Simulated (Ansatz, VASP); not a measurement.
**One calculation of Pd, two programs**

```
Pd
1.0
     0.00000    1.92019    1.92019
     1.92019    0.00000    1.92019
     1.92019    1.92019    0.00000
Pd
1
Direct
  0.00000 0.00000 0.00000
```

Alike in both runs: task single point; functional r2SCAN; dispersion D4; k mesh 12 × 12 × 12; occupations fermi-dirac, width 0.05 eV; no spin polarisation.

|  | VASP | Ansatz |
| --- | --- | --- |
| version | VASP 6.6.1 | Ansatz 0.2.0 |
| potentials or method | VASP PAW PBE potentials, release 64 (Pd_sv_GW) | Ansatz PAW |
| plane-wave cutoff (eV) | 690 | 500 |
| valence electrons in the cell | 18 | 18 |

|  | VASP | Ansatz | Ansatz less VASP |
| --- | --- | --- | --- |
| gap on the k mesh at the Fermi level (eV) | none | none | - |
| pressure (GPa) | 9.5 | 9.3 | -0.12 |

VASP's potentials were made for PBE, not for r2SCAN. A gap of «none» marks a metal or a gap that the smearing closes.
